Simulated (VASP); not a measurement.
Input of a VASP 6.6.1 run:

INCAR

```
PREC = Accurate
ENCUT = 520
EDIFF = 1E-6
ISMEAR = -1
SIGMA = 0.02
LREAL = F
LASPH = T
NELM = 60
ALGO = Normal
ISIF = 2
LWAVE = F
LCHARG = F
GGA = PE
NBANDS = 26
```

Contents of KPOINTS:

```
Automatic mesh
0
Gamma
  5 5 6
```

Contents of POSCAR:

```
CuI
1.0
    3.6585042382     -3.6368646426      0.0000000000
    3.6585042382      3.6368646426      0.0000000000
    0.0000000000      0.0000000000      4.3069976700
Cu I
2 2
Direct
    0.4204388300      0.5795611700      0.7500000000
    0.5795611700      0.4204388300      0.2500000000
    0.7700426800      0.2299573200      0.7500000000
    0.2299573200      0.7700426800      0.2500000000
```

Potentials or basis: VASP PAW PBE potentials, release 64 (Cu, I).

Launch:

```console
$ cat potpaw_PBE.64/Cu/POTCAR potpaw_PBE.64/I/POTCAR > POTCAR
$ mpirun -np 1 vasp_std > vasp.out
```

Question: Predict the largest force.

Answer: 0.513 eV/Å.

Question: Estimate the pressure.

Answer: 2.9 GPa.

Question: What does it give for the band gap on the k mesh?

Answer: 1.12 eV.

Forces in eV/Å, atoms in the order of the input:
```
Cu   0.000  0.242  0.000
Cu   0.000 -0.242  0.000
I    0.000 -0.513  0.000
I    0.000  0.513  0.000
```

Caveat: the cell differs from its parent crystal (equal xx and yy strain of -2 %); spin-orbit coupling is left out, which moves the levels of the heavy elements. A k mesh can miss the band edges.
